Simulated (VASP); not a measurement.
Write the native input for VASP 6.6.1 that does the following.

- Task: single point
- Functional: r2SCAN
- Potentials or basis: VASP PAW PBE potentials, release 64 (Ga_d, N)
- Cutoff: 520 eV
- k mesh: 15 × 15 × 8
- Occupations: gaussian, width 0.01 eV
- Spin: no spin polarisation
- Dipole correction: no
- Further INCAR settings: ALGO = Normal; EDIFF = 1e-06; NBANDS = 26

The system is GaN.

```
Ga N
1.0
     3.18317    0.00000    0.00000
    -1.59159    2.75671    0.00000
     0.00000    0.00000    5.18378
Ga N
2 2
Direct
  0.33333 0.66667 0.96315
  0.66667 0.33333 0.46315
  0.33333 0.66667 0.41385
  0.66667 0.33333 0.91385
```

This cell differs from its parent crystal: atoms moved along the polar distortion.

One way to write it, as run:

POSCAR

```
GaN
1.0
    3.1831704293      0.0000000000      0.0000000000
   -1.5915852147      2.7567064564      0.0000000000
    0.0000000000      0.0000000000      5.1837795818
Ga N
2 2
Direct
    0.3333333333      0.6666666667     -0.0368547464
    0.6666666667      0.3333333333      0.4631452536
    0.3333333333      0.6666666667      0.4138547464
    0.6666666667      0.3333333333      0.9138547464
```

INCAR.step1

```
SYSTEM = GaN
ALGO = Normal
EDIFF = 1E-4
ENCUT = 520
GGA = PE
ISMEAR = 0
LASPH = .TRUE.
LCHARG = .FALSE.
LREAL = .FALSE.
LWAVE = .TRUE.
NBANDS = 26
NELM = 60
PREC = Accurate
SIGMA = 0.01
```

INCAR.step2

```
SYSTEM = GaN
ALGO = Normal
EDIFF = 1E-6
ENCUT = 520
ISIF = 2
ISMEAR = 0
ISTART = 1
LASPH = .TRUE.
LCHARG = .FALSE.
LMIXTAU = .TRUE.
LREAL = .FALSE.
LWAVE = .FALSE.
METAGGA = R2SCAN
NBANDS = 26
NELM = 60
PREC = Accurate
SIGMA = 0.01
```

KPOINTS

```
k-points
0
G
  15 15 8
  0 0 0
```

Potentials or basis: VASP PAW PBE potentials, release 64 (Ga_d, N).

The run is started by

```sh
$ cat potpaw_PBE.64/Ga_d/POTCAR potpaw_PBE.64/N/POTCAR > POTCAR
$ cp INCAR.step1 INCAR
$ mpirun -np 1 vasp_std > vasp.out
$ cp INCAR.step2 INCAR
$ mpirun -np 1 vasp_std > vasp.out
```

Results of the run:

```
Pressure               : 8.6 GPa
Largest force          : 1.249 eV/Å
Band gap on the k mesh : 2.26 eV
```

Caveat: the cell differs from its parent crystal (atoms moved along the polar distortion); the stress differs along the axes, from -4 to 15 GPa; the PAW data sets were made with another functional, which shifts forces and pressure a little.

Wall time 4.5 min on 1 thread of Intel(R) Xeon(R) Platinum 8488C (Sapphire Rapids) (shared host), peak memory 0.26 GiB.
